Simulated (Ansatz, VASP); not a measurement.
## One calculation of KZr2, two programs

File POSCAR:

```
KZr2
1.0
    0.0000000000      3.5791200000      3.5791200000
    3.5791200000      0.0000000000      3.5791200000
    3.5791200000      3.5791200000      0.0000000000
K Zr
1 2
Direct
    0.0000000000      0.0000000000      0.0000000000
    0.2500000000      0.2500000000      0.2500000000
    0.7500000000      0.7500000000      0.7500000000
```

File INCAR.step1:

```
SYSTEM = KZr2
  ALGO = Normal
  EDIFF = 1E-4
  ENCUT = 520
  GGA = PE
  ISMEAR = -1
  LASPH = .TRUE.
  LCHARG = .FALSE.
  LREAL = .FALSE.
  LWAVE = .TRUE.
  NBANDS = 24
  NELM = 100
  PREC = Accurate
  SIGMA = 0.05
```

INCAR.step2

```
SYSTEM = KZr2
  ALGO = Normal
  EDIFF = 1E-6
  ENCUT = 520
  ISIF = 2
  ISMEAR = -1
  ISTART = 1
  LASPH = .TRUE.
  LCHARG = .TRUE.
  LELF = .TRUE.
  LMIXTAU = .TRUE.
  LREAL = .FALSE.
  LVHAR = .TRUE.
  LWAVE = .FALSE.
  METAGGA = R2SCAN
  NBANDS = 24
  NELM = 100
  PREC = Accurate
  SIGMA = 0.05
```

The input KPOINTS:

```
k-points
0
G
  7 7 7
  0 0 0
```

File input.yaml:

```yaml
crystal:
  lattice:
    - [0.0, 3.57912, 3.57912]
    - [3.57912, 0.0, 3.57912]
    - [3.57912, 3.57912, 0.0]
  atoms:
    - { symbol: K, position: [0.0, 0.0, 0.0] }
    - { symbol: Zr, position: [0.25, 0.25, 0.25] }
    - { symbol: Zr, position: [0.75, 0.75, 0.75] }
hamiltonian:
  xc: r2scan
  pseudopotentials: { kind: paw }
kpoints:
  mp_grid: { grid: [7, 7, 7] }
  band_path:
    path:
      - [[0.0, 0.0, 0.0], [0.5, 0.0, 0.5], [0.5, 0.25, 0.75], [0.375, 0.375, 0.75], [0.0, 0.0, 0.0], [0.5, 0.5, 0.5], [0.625, 0.25, 0.625], [0.5, 0.25, 0.75], [0.5, 0.5, 0.5], [0.375, 0.375, 0.75]]
      - [[0.625, 0.25, 0.625], [0.5, 0.0, 0.5]]
    npoints: 14
scf:
  occupations: { method: fermi_dirac, width: 0.05 }
  n_extra_bands: 7
output:
  forces: true
  stress: true
  eigenvalues: true
  fatbands: false
```

Alike in both runs: functional r2SCAN; k mesh 7 × 7 × 7; occupations fermi-dirac, width 0.05 eV; no spin polarisation.

|  | VASP | Ansatz |
| --- | --- | --- |
| version | VASP 6.6.1 | Ansatz 0.2.0 |
| potentials or method | VASP PAW PBE potentials, release 64 (K_sv, Zr_sv) | Ansatz PAW |
| plane-wave cutoff (eV) | 520 | 500 |
| valence electrons in the cell | 33 | 33 |
| task | single point | band structure |

Ansatz gave:

| Quantity | Value |
| --- | --- |
| gap on the k mesh at the Fermi level (eV) | none |
| pressure (GPa) | -0.4 |

Estimate VASP's values.

gap on the k mesh at the Fermi level (eV): none; pressure (GPa): -0.3.

VASP's potentials were made for PBE, not for r2SCAN. A gap of «none» marks a metal or a gap that the smearing closes. The functional is the same, so the differences come from potentials, cutoffs and numerics.
